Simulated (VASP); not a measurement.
# InP (Fm-3m) in VASP: further runs

InP is run at these levels: PBE, r2SCAN; tasks: single point.

Program: VASP 6.6.1. These are calculated values, not measurements. Logs are shortened: lines on timing, memory, paths and dates and some standing lists are left out, and cuts for length are marked.

### 1 The cell of the first run

Symmetry: Fm-3m, No. 225, cubic system. The conventional cell has a = 5.491 Å, b = 5.491 Å, c = 5.491 Å, α = 90.00°, β = 90.00°, γ = 90.00°. Within 3.6 Å of In (site symmetry m-3m) lie 6 P at 2.75 Å. P (site symmetry m-3m) has 6 In at 2.75 Å within 3.6 Å.

### 2 Single point, PBE

The input, INCAR:

```
SYSTEM = InP
ALGO = Normal ; EDIFF = 1E-6
ENCUT = 520 ; GGA = PE
ISIF = 2 ; ISMEAR = -1
LASPH = .TRUE. ; LCHARG = .TRUE.
LELF = .TRUE. ; LREAL = .FALSE.
LVHAR = .TRUE. ; LWAVE = .FALSE.
NBANDS = 16 ; NELM = 100
PREC = Accurate ; SIGMA = 0.02
```

The input, KPOINTS:

```
k-points
0
G
  6 6 6
  0 0 0
```

The input, POSCAR:

```
InP
1.0
    0.0000000000      2.7453630729      2.7453630729
    2.7453630729      0.0000000000      2.7453630729
    2.7453630729      2.7453630729      0.0000000000
In P
1 1
Direct
    0.0000000000      0.0000000000      0.0000000000
    0.5000000000      0.5000000000      0.5000000000
```

Potentials or basis: VASP PAW PBE potentials, release 64 (In_d, P).

Run with:

```sh
$ cat potpaw_PBE.64/In_d/POTCAR potpaw_PBE.64/P/POTCAR > POTCAR
$ mpirun -np 1 vasp_std > vasp.out
```

OUTCAR:

```text
SYSTEM = InP
   EDIFF = 1E-6
   ENCUT = 520
   GGA = PE
   ISIF = 2
   ISMEAR = -1
   LASPH = .TRUE.
   LREAL = .FALSE.
   NELM = 100
   PREC = Accurate

 ion  position               nearest neighbor table
   1  0.000  0.000  0.000-   2 2.75   2 2.75   2 2.75   2 2.75   2 2.75   2 2.75
   2  0.500  0.500  0.500-   1 2.75   1 2.75   1 2.75   1 2.75   1 2.75   1 2.75

  LATTYP: Found a face centered cubic cell.
 ALAT       =     5.4907261458

  Lattice vectors:

 A1 = (   0.0000000000,   2.7453630729,   2.7453630729)
 A2 = (   2.7453630729,   0.0000000000,   2.7453630729)
 A3 = (   2.7453630729,   2.7453630729,   0.0000000000)

Analysis of symmetry for initial positions (statically):
=====================================================================
 Subroutine PRICEL returns:
 Original cell was already a primitive cell.

 Routine SETGRP: Setting up the symmetry group for a
 face centered cubic supercell.

 Subroutine GETGRP returns: Found 48 space group operations
 (whereof 48 operations were pure point group operations)
 out of a pool of 48 trial point group operations.

The static configuration has the point symmetry O_h .

Analysis of symmetry for dynamics (positions and initial velocities):
=====================================================================
 Subroutine PRICEL returns:
 Original cell was already a primitive cell.

 Routine SETGRP: Setting up the symmetry group for a
 face centered cubic supercell.

 Subroutine GETGRP returns: Found 48 space group operations
 (whereof 48 operations were pure point group operations)
 out of a pool of 48 trial point group operations.

The dynamic configuration has the point symmetry O_h .

 Subroutine INISYM returns: Found 48 space group operations
 (whereof 48 operations are pure point group operations),
 and found     1 'primitive' translations

----------------------------------------------------------------------------------------

                                     Primitive cell

  volume of cell :      41.3837

  direct lattice vectors                    reciprocal lattice vectors
     0.000000000  2.745363073  2.745363073    -0.182125273  0.182125273  0.182125273
     2.745363073  0.000000000  2.745363073     0.182125273 -0.182125273  0.182125273
     2.745363073  2.745363073  0.000000000     0.182125273  0.182125273 -0.182125273

  length of vectors
     3.882529691  3.882529691  3.882529691     0.315450227  0.315450227  0.315450227

  position of ions in fractional coordinates (direct lattice)
     0.000000000  0.000000000  0.000000000
     0.500000000  0.500000000  0.500000000

  ion indices of the primitive-cell ions
   primitive index   ion index
                 1           1
                 2           2

----------------------------------------------------------------------------------------

 KPOINTS: k-points

Automatic generation of k-mesh.
 Grid dimensions read from file:
 generate k-points for:    6    6    6

 Generating k-lattice:

  Cartesian coordinates                     Fractional coordinates (reciprocal lattice)
    -0.030354212  0.030354212  0.030354212     0.166666667  0.000000000  0.000000000
     0.030354212 -0.030354212  0.030354212     0.000000000  0.166666667  0.000000000
     0.030354212  0.030354212 -0.030354212     0.000000000  0.000000000  0.166666667

  Length of vectors
     0.052575038  0.052575038  0.052575038

  Shift w.r.t. Gamma in fractional coordinates (k-lattice)
     0.000000000  0.000000000  0.000000000

 Subroutine IBZKPT returns following result:
 ===========================================

 Found     16 irreducible k-points:

 Following reciprocal coordinates:
            Coordinates               Weight
  0.000000  0.000000  0.000000      1.000000
  0.166667  0.000000  0.000000      8.000000
  0.333333  0.000000  0.000000      8.000000
  0.500000  0.000000  0.000000      4.000000
  0.166667  0.166667  0.000000      6.000000
  0.333333  0.166667  0.000000     24.000000
[... 8 lines left out ...]
 -0.333333  0.333333  0.166667     24.000000
 -0.333333  0.500000  0.166667     12.000000
   k-points           NKPTS =     16   k-points in BZ     NKDIM =     16   number of bands    NBANDS=     16
   number of dos      NEDOS =    301   number of ions     NIONS =      2
   total plane-waves  NPLWV =  27000
   dimension x,y,z NGX =    30 NGY =   30 NGZ =   30
   dimension x,y,z NGXF=    60 NGYF=   60 NGZF=   60
   ions per type =               1   1
   NGX,Y,Z   is equivalent  to a cutoff of  12.85, 12.85, 12.85 a.u.
   NGXF,Y,Z  is equivalent  to a cutoff of  25.69, 25.69, 25.69 a.u.
 SYSTEM =  InP
   PREC   = accura    normal or accurate (medium, high low for compatibility)
   ISTART =      0    job   : 0-new  1-cont  2-samecut
   ICHARG =      2    charge: 1-file 2-atom 10-const
   ISPIN  =      1    spin polarized calculation?
   LNONCOLLINEAR =      F non collinear calculations
   LSORBIT =      F    spin-orbit coupling
   LASPH  =      T    aspherical Exc in radial PAW
   ENCUT  =  520.0 eV  38.22 Ry    6.18 a.u.   7.22  7.22  7.22*2*pi/ulx,y,z
   NELM   =    100;   NELMIN=  2; NELMDL= -5     # of ELM steps
   EDIFF  = 0.1E-05   stopping-criterion for ELM
   LREAL  =      F    real-space projection
   EDIFFG = 0.1E-04   stopping-criterion for IOM
   NSW    =      0    number of steps for IOM
   IBRION =     -1    ionic relax: 0-MD 1-quasi-New 2-CG
   NFREE  =      0    steps in history (QN), initial steepest desc. (CG)
   ISIF   =      2    stress and relaxation
   ISYM   =      2    0-nonsym 1-usesym 2-fastsym
   POTIM  = 0.5000    time-step for ionic-motion
   TEBEG  =    0.0;   TEEND  =   0.0 temperature during run
   PSTRESS=    0.0 pullay stress
   NELECT =      18.0000    total number of electrons
   NUPDOWN=      -1.0000    fix difference up-down
   EMIN   =  10.00;   EMAX   =-10.00  energy-range for DOS
   EFERMI =   0.00;   METHOD = LEGACY
   ISMEAR =    -1;   SIGMA  =   0.02  broadening in eV -4-tet -1-fermi 0-gaus
   EFERMI_NEDOS =   21; number of points for ismear=-14 and -15
   IALGO  =     38    algorithm
   IMIX   =      4    mixing-type and parameters
     AMIX     =   0.40;   BMIX     =  1.00
     AMIX_MAG =   1.60;   BMIX_MAG =  1.00
  volume/ion in A,a.u.               =      20.69       139.64
  Fermi-wavevector in a.u.,A,eV,Ry     =   1.240383  2.343984 20.933251  1.538551
  Thomas-Fermi vector in A             =   2.374826
   LORBIT       =      0    0 simple, 1 ext, 2 COOP (PROOUT), +10 PAW based schemes
   GGA     = PE    functional components
   LHFCALC =     F    Hartree Fock is set to
   AEXX    =    0.0000 exact exchange contribution
   IVDW    =     0    specifies the selected vdW correction
   LEPSILON=     F    determine dielectric tensor
   LRPA    =     F    only Hartree local field effects (RPA)
 non-spin polarized calculation
  energy-cutoff  :      520.00
  volume of cell :       41.38
 maximum number of plane-waves:      1139
 NGX is ok and might be reduce to    30
   NGX = 15   NGY = 15   NGZ = 15

 number of electron      18.0000004 magnetization

 Free energy of the ion-electron system (eV)
  ---------------------------------------------------
  ext. energy  EPLUGINS =         0.00000000
  ---------------------------------------------------
  free energy    TOTEN  =        -7.91873781 eV

  energy without entropy =       -7.91476143  energy(sigma->0) =       -7.91674962

 E-fermi :   7.2971     XC(G=0): -10.5149

 val. band max:        7.2639180065   @ k =  -0.3333   0.1667   0.0000
 cond. band min:       7.3030220905   @ k =   0.3333   0.0000   0.0000
 fundamental gap:      0.0391040840
 Fermi energy:         7.2971355001

 k-point     1 :       0.0000    0.0000    0.0000
  band No.  band energies     occupation
      1      -6.8455      2.00000
      2      -6.8455      2.00000
      3      -6.8229      2.00000
      4      -6.8229      2.00000
      5      -6.8229      2.00000
      6      -4.8664      2.00000
[... 8 lines left out ...]
     15      16.0026      0.00000
     16      16.0026      0.00000

 k-point     2 :       0.1667    0.0000    0.0000
  band No.  band energies     occupation
      1      -6.8608      2.00000
      2      -6.8608      2.00000
      3      -6.8245      2.00000
      4      -6.8024      2.00000
      5      -6.8024      2.00000
      6      -4.5143      2.00000
[... 8 lines left out ...]
     15      15.3937      0.00000
     16      15.7593      0.00000

 k-point     3 :       0.3333    0.0000    0.0000
  band No.  band energies     occupation
      1      -6.8961      2.00000
      2      -6.8961      2.00000
      3      -6.8319      2.00000
      4      -6.7563      2.00000
      5      -6.7563      2.00000
      6      -3.5459      2.00000
[... 8 lines left out ...]
     15      17.0607      0.00000
     16      17.0607      0.00000

 k-point     4 :       0.5000    0.0000    0.0000
  band No.  band energies     occupation
      1      -6.9139      2.00000
      2      -6.9139      2.00000
      3      -6.8370      2.00000
      4      -6.7327      2.00000
      5      -6.7327      2.00000
      6      -2.7218      2.00000
[... 8 lines left out ...]
     15      18.6729      0.00000
     16      18.6729      0.00000
[... 172 lines left out ...]
 k-point    14 :       0.5000    0.3333    0.1667
  band No.  band energies     occupation
      1      -7.0325      2.00000
      2      -6.8548      2.00000
      3      -6.8326      2.00000
      4      -6.7539      2.00000
      5      -6.7334      2.00000
      6      -2.6017      2.00000
[... 8 lines left out ...]
     15      19.6698      0.00000
     16      20.1617      0.00000

 k-point    15 :      -0.3333    0.3333    0.1667
  band No.  band energies     occupation
      1      -7.0548      2.00000
      2      -6.8661      2.00000
      3      -6.8001      2.00000
      4      -6.7849      2.00000
      5      -6.7150      2.00000
      6      -1.8668      2.00000
[... 8 lines left out ...]
     15      18.1592      0.00000
     16      20.5692      0.00000

 k-point    16 :      -0.3333    0.5000    0.1667
  band No.  band energies     occupation
      1      -7.1289      2.00000
      2      -6.8414      2.00000
      3      -6.8329      2.00000
      4      -6.7497      2.00000
      5      -6.6992      2.00000
      6      -1.5069      2.00000
[... 8 lines left out ...]
     15      19.7710      0.00000
     16      20.8116      0.00000

------------------------ aborting loop because EDIFF is reached ----------------------------------------

  FORCE on cell =-STRESS in cart. coord.  units (eV):
  Direction    XX          YY          ZZ          XY          YZ          ZX
  --------------------------------------------------------------------------------------
  -------------------------------------------------------------------------------------
  Total        0.5884580      0.5884580      0.5884580      0.0000000     -0.0000000     -0.0000000
  in kB       22.7822550     22.7822550     22.7822550      0.0000000     -0.0000000     -0.0000000
  external PRESSURE =      22.7822550 kB  Pullay stress =       0.0000000 kB

 VOLUME and BASIS-vectors are now :
 -----------------------------------------------------------------------------
  energy-cutoff  :      520.00
  volume of cell :       41.38
      direct lattice vectors                 reciprocal lattice vectors
     0.000000000  2.745363073  2.745363073    -0.182125273  0.182125273  0.182125273
     2.745363073  0.000000000  2.745363073     0.182125273 -0.182125273  0.182125273
     2.745363073  2.745363073  0.000000000     0.182125273  0.182125273 -0.182125273

 POSITION                                       TOTAL-FORCE (eV/Angst)
 -----------------------------------------------------------------------------------
      0.00000      0.00000      0.00000         0.000000     -0.000000      0.000000
      2.74536      2.74536      2.74536        -0.000000      0.000000     -0.000000
 -----------------------------------------------------------------------------------
    total drift:                               -0.000000      0.000000      0.000000

  FREE ENERGIE OF THE ION-ELECTRON SYSTEM (eV)
  ---------------------------------------------------
  free  energy   TOTEN  =        -7.9187378076 eV

  energy  without entropy=       -7.9147614340  energy(sigma->0) =       -7.91674962
```

Wall time 30 s (1 thread of AMD EPYC 7R13, shared host); peak memory 0.14 GiB.

What came out:

```yaml
Free_energy: -7.9187 eV
Pressure: 2.3 GPa
Band_gap_on_the_k_mesh: zero (band 9 reaches 7.64 eV, above the bottom of band 10 at 4.92 eV)
```

Levels at points of the mesh, in eV from the Fermi level:
| k point | band 6 | band 7 | band 8 | band 9 | band 10 | band 11 | band 12 | band 13 |
| --- | --- | --- | --- | --- | --- | --- | --- | --- |
| (0.00, 0.00, 0.00) | -12.16 | -0.27 | -0.27 | -0.27 | 0.78 | 7.16 | 7.16 | 7.16 |
| (0.50, 0.00, 0.00) | -10.02 | -6.71 | 0.18 | 0.18 | 2.56 | 3.47 | 3.47 | 5.46 |
| (0.50, 0.50, 0.00) | -8.83 | -5.06 | -2.40 | -2.38 | -2.38 | 3.85 | 10.14 | 10.14 |

Caveat: spin-orbit coupling is left out, which moves the levels of the heavy elements.

### 3 Single point, PBE

The input, INCAR:

```
PREC = Accurate
ENCUT = 500
EDIFF = 1E-6
ISMEAR = -1
SIGMA = 0.02
LREAL = F
LASPH = T
NELM = 120
ALGO = Normal
ISIF = 2
LWAVE = F
LCHARG = F
GGA = PE
NBANDS = 16
GGA_COMPAT = F
```

The input, KPOINTS:

```
regular mesh
0
Gamma
  6 6 6
```

POSCAR is that of step 2.

Potentials or basis: VASP PAW PBE potentials, release 64 (In_d, P).

Run with:

```sh
$ cat potpaw_PBE.64/In_d/POTCAR potpaw_PBE.64/P/POTCAR > POTCAR
$ mpirun -np 1 vasp_std > vasp.out
```

Run time: 23 s. Hardware: 1 thread of Intel Xeon 8259CL, shared host; peak memory 0.15 GiB.

It converged, with:

| Property | Result |
| --- | --- |
| Free energy | -7.9187 eV |
| Pressure | 2.3 GPa |
| Band gap on the k mesh | zero (band 9 reaches 7.64 eV, above the bottom of band 10 at 4.92 eV) |

Levels at points of the mesh, in eV from the Fermi level:
| k point | band 6 | band 7 | band 8 | band 9 | band 10 | band 11 | band 12 | band 13 |
| --- | --- | --- | --- | --- | --- | --- | --- | --- |
| (0.00, 0.00, 0.00) | -12.16 | -0.27 | -0.27 | -0.27 | 0.78 | 7.16 | 7.16 | 7.16 |
| (0.50, 0.00, 0.00) | -10.02 | -6.71 | 0.18 | 0.18 | 2.56 | 3.47 | 3.47 | 5.46 |
| (0.50, 0.50, 0.00) | -8.83 | -5.06 | -2.40 | -2.38 | -2.38 | 3.85 | 10.14 | 10.14 |

Caveat: spin-orbit coupling is left out, which moves the levels of the heavy elements.

### 4 Single point, r2SCAN

POSCAR is that of step 3.

The input, INCAR.step1:

```
SYSTEM = InP
PREC     = Accurate       ! precision mode
ENCUT    = 550            ! plane-wave cutoff, eV
ISMEAR   = -1             ! smearing method
SIGMA    = 0.02           ! smearing width, eV
LREAL    = .FALSE.        ! projectors in reciprocal space
LASPH    = .TRUE.         ! aspherical terms in the spheres
NELM     = 120            ! most SCF steps
NBANDS   = 16             ! bands
GGA      = PE             ! functional
ALGO     = Normal         ! electronic algorithm
EDIFF    = 1E-5           ! SCF threshold, eV
LWAVE    = .TRUE.         ! write WAVECAR
LCHARG   = .FALSE.        ! write CHGCAR
GGA_COMPAT= .FALSE.
```

The input, INCAR.step2:

```
SYSTEM = InP
PREC     = Accurate       ! precision mode
ENCUT    = 550            ! plane-wave cutoff, eV
EDIFF    = 1E-6           ! SCF threshold, eV
ISMEAR   = -1             ! smearing method
SIGMA    = 0.02           ! smearing width, eV
LREAL    = .FALSE.        ! projectors in reciprocal space
LASPH    = .TRUE.         ! aspherical terms in the spheres
NELM     = 120            ! most SCF steps
ALGO     = Normal         ! electronic algorithm
ISIF     = 2              ! what is computed and relaxed
LWAVE    = .FALSE.        ! write WAVECAR
LCHARG   = .FALSE.        ! write CHGCAR
METAGGA  = R2SCAN         ! meta-GGA
LMIXTAU  = .TRUE.       
NBANDS   = 16             ! bands
ISTART   = 1            
GGA_COMPAT= .FALSE.
```

The input, KPOINTS:

```
regular mesh
0
G
  6 6 6
  0 0 0
```

Run with:

```sh
$ cat potpaw_PBE.64/In_d/POTCAR potpaw_PBE.64/P/POTCAR > POTCAR
$ cp INCAR.step1 INCAR
$ mpirun -np 1 vasp_std > vasp.out
$ cp INCAR.step2 INCAR
$ mpirun -np 1 vasp_std > vasp.out
```

Wall time 1.9 min (1 thread of Intel Xeon 8259CL, shared host); peak memory 0.17 GiB.

The run converged. Its results:

| Property | Result |
| --- | --- |
| Free energy | -31.7292 eV |
| Pressure | 0.7 GPa |
| Band gap on the k mesh | zero (band 9 reaches 7.49 eV, above the bottom of band 10 at 4.93 eV) |

Levels at points of the mesh, in eV from the Fermi level:
| k point | band 7 | band 8 | band 9 | band 10 | band 11 | band 12 |
| --- | --- | --- | --- | --- | --- | --- |
| (0.00, 0.00, 0.00) | -0.29 | -0.29 | -0.29 | 1.31 | 7.62 | 7.62 |
| (0.50, 0.00, 0.00) | -6.86 | 0.18 | 0.18 | 3.04 | 3.79 | 3.79 |
| (0.50, 0.50, 0.00) | -5.20 | -2.46 | -2.46 | -2.22 | 4.24 | 10.93 |

Caveat: the PAW data sets were made with another functional, which shifts forces and pressure a little; spin-orbit coupling is left out, which moves the levels of the heavy elements.

### 5 Overview

| level | cutoff (eV) | gap on the mesh (eV) | pressure (GPa) |
| --- | --- | --- | --- |
| PBE | 520 | none | 2.3 |
| PBE | 500 | none | 2.3 |
| r2SCAN | 550 | none | 0.7 |

Alike in all rows: task single point; potentials or basis VASP PAW PBE potentials, release 64 (In_d, P); no spin polarisation; cell as given; k mesh 6 × 6 × 6; smearing fermi-dirac 0.02 eV.

Every run on the cell as given and a fine mesh finds a metal. The pressure there spans 0.7 GPa (r2SCAN) to 2.3 GPa (PBE); a positive pressure means that this level wants a larger cell, a negative one a smaller.

Caveats: spin-orbit coupling is left out, which moves the levels of the heavy elements; the PAW data sets were made with another functional, which shifts forces and pressure a little (some runs).

Total energies depend on the potentials used, so only differences within one code and one set of settings carry meaning.
